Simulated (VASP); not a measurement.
Bi, 4 atoms in the cell. The structure is monoclinic, space group P2_1/m (No. 11). Conventional cell: a = 4.658 Å, b = 4.526 Å, c = 6.521 Å, α = 90.00°, β = 93.04°, γ = 90.00°. Within 4.3 Å of Bi (site symmetry m) lie 6 Bi at 3.24 to 3.26 Å. Within 4.3 Å of Bi (site symmetry m) lie 6 Bi at 3.24 to 3.26 Å. 

| Quantity | Value |
| --- | --- |
| Program | VASP 6.6.1 |
| Task | single point |
| Functional | LDA |
| Potentials or basis | VASP PAW LDA potentials, release 64 (Bi_d) |
| Cutoff | 520 eV |
| k mesh | 6 × 6 × 4 |
| Occupations | fermi-dirac, width 0.05 eV |
| Spin | no spin polarisation |
| Dipole correction | no |
| Further INCAR settings | ALGO = Fast; EDIFF = 1e-07; NBANDS = 38 |

Potentials or basis: VASP PAW LDA potentials, release 64 (Bi_d).

Launch:

```bash
$ cat potpaw_LDA.64/Bi_d/POTCAR > POTCAR
$ mpirun -np 1 vasp_std > vasp.out
```

Hardware: 1 thread of Intel(R) Xeon(R) Platinum 8375C CPU @ 2.90GHz (Ice Lake), on a shared host.

Problem. Estimate the wall time of this run.

Solution. It took 4 min on 1 thread of Intel(R) Xeon(R) Platinum 8375C CPU @ 2.90GHz (Ice Lake) (shared host), peak memory 0.33 GiB. Counts: scf iterations 17, k points 56.
